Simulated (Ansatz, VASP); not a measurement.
Given: the input of a run of VASP 6.6.1 on BaTiO3.

The input INCAR:

```
PREC = Accurate
ENCUT = 600
EDIFF = 1E-6
ISMEAR = -1
SIGMA = 0.05
LREAL = False
LASPH = True
NELM = 60
ALGO = Normal
ISIF = 3
LWAVE = False
LCHARG = False
GGA = PS
IVDW = 12
IBRION = 2
NSW = 60
EDIFFG = -0.01
```

Contents of KPOINTS:

```
regular mesh
0
Gamma
  7 7 7
```

File POSCAR:

```
BaTiO3
1.0
    2.8273666084      1.6323808724      2.3183934932
   -2.8273666084      1.6323808724      2.3183934932
    0.0000000000     -3.2647617449      2.3183934932
Ba Ti O
1 1 3
Direct
    0.0000000000      0.0000000000      0.0000000000
    0.4845000000      0.4845000000      0.4845000000
    0.5086000000      0.0175000000      0.5086000000
    0.0175000000      0.5086000000      0.5086000000
    0.5086000000      0.5086000000      0.0175000000
```

Potentials or basis: VASP PAW PBE potentials, release 64 (Ba_sv, Ti_sv, O).

Command:

```bash
$ cat potpaw_PBE.64/Ba_sv/POTCAR potpaw_PBE.64/Ti_sv/POTCAR potpaw_PBE.64/O/POTCAR > POTCAR
$ mpirun -np 1 vasp_std > vasp.out
```

Q: Translate it to Ansatz 0.2.0. Potentials there: Ansatz PAW.

A: As run (the cutoff follows the program's own potentials):

input.yaml

```yaml
crystal:
  lattice:
    - [2.8273666084, 1.6323808724, 2.3183934932]
    - [-2.8273666084, 1.6323808724, 2.3183934932]
    - [0.0, -3.2647617449, 2.3183934932]
  atoms:
    - { symbol: Ba, position: [0.0, 0.0, 0.0] }
    - { symbol: Ti, position: [0.4845, 0.4845, 0.4845] }
    - { symbol: O, position: [0.5086, 0.0175, 0.5086] }
    - { symbol: O, position: [0.0175, 0.5086, 0.5086] }
    - { symbol: O, position: [0.5086, 0.5086, 0.0175] }
hamiltonian:
  xc: pbesol
  pseudopotentials: { kind: paw }
  dispersion: d3bj
kpoints:
  mp_grid: { grid: [7, 7, 7] }
scf:
  occupations: { method: fermi_dirac, width: 0.05 }
output:
  forces: true
  stress: true
  eigenvalues: true
relax:
  f_tol: 0.01
  max_steps: 40
  cell: { stress_tol: 0.05 }
```

Potentials or basis: Ansatz PAW.

Launch:

```console
$ ansatz run input.yaml --threads 2 --pin off --max-ram 5632MiB --backend cpu --events-out ev --progress --plain --runs-dir out
```

Both were run:

|  | VASP | Ansatz | Ansatz less VASP |
| --- | --- | --- | --- |
| gap on the k mesh at the Fermi level, each at its own relaxed structure (eV) | 2.16 | 2.20 | +0.043 |
| relaxed volume (Å³/atom) | 12.49 | 12.35 | -0.145 |
| relaxed length of the cell vector where the two differ most in proportion (Å) | 3.968 | 3.952 | -0.0154 |

VASP's potentials were made for PBE, not for PBEsol.

Neither program's run includes spin-orbit coupling. Noted on Ansatz's run: odd divisions of the mesh miss points on the zone boundary, where band edges often lie, so the gap on the mesh can be too wide; the plane-wave basis is chosen anew once the cell has moved, so the energies of steps on either side of that aren't comparable.
